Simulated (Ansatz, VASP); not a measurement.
## Two plane-wave programs on Sb

Contents of INCAR:

```
PREC = Accurate
ENCUT = 520
EDIFF = 1E-7
ISMEAR = -1
SIGMA = 0.1
LREAL = F
LASPH = T
NELM = 60
ALGO = Normal
ISIF = 2
LWAVE = F
LCHARG = F
GGA = PE
NBANDS = 8
```

KPOINTS

```
regular mesh
0
Gamma
  19 19 19
```

Contents of POSCAR:

```
Sb
1.0
    0.0000000000      2.3617255455      2.3617255455
    2.3617255455      0.0000000000      2.3617255455
    2.3617255455      2.3617255455      0.0000000000
Sb
1
Direct
    0.0000000000      0.0000000000      0.0000000000
```

Input for Ansatz:

```yaml
crystal:
  lattice:
    - [0.0, 2.3617255455, 2.3617255455]
    - [2.3617255455, 0.0, 2.3617255455]
    - [2.3617255455, 2.3617255455, 0.0]
  atoms:
    - { symbol: Sb, position: [0.0, 0.0, 0.0] }
hamiltonian:
  xc: pbe
  pseudopotentials:
    kind: paw
    azcp:
      Sb: "pseudopotentials/Sb.paw.azcp"
basis:
  ecutwfc: 420
  fft_grid_basis: typed
kpoints:
  mp_grid: { grid: [19, 19, 19], shift: [0, 0, 0] }
magnetization:
  spin_polarized: false
scf:
  occupations: { method: fermi_dirac, width: 0.1 }
output:
  stress: true
```

Alike in both runs: task single point; functional PBE; k mesh 19 × 19 × 19; occupations fermi-dirac, width 0.1 eV; no spin polarisation.

|  | VASP | Ansatz |
| --- | --- | --- |
| version | VASP 6.6.1 | Ansatz 0.2.0 |
| potentials or method | VASP PAW PBE potentials, release 64 (Sb), cutoff 520 eV | plane waves (420 eV) with PAW, scalar-relativistic |
| valence electrons in the cell | 5 | 15 |

VASP gave:

| Quantity | Value |
| --- | --- |
| pressure (GPa) | 2.6 |

Task: Estimate Ansatz's values.

Result: Pressure (GPa): 2.7.

VASP's potentials hold 5 valence electrons a cell and Ansatz's 15, so a difference there can come from the potentials and not from the codes.

Neither program's run includes spin-orbit coupling.
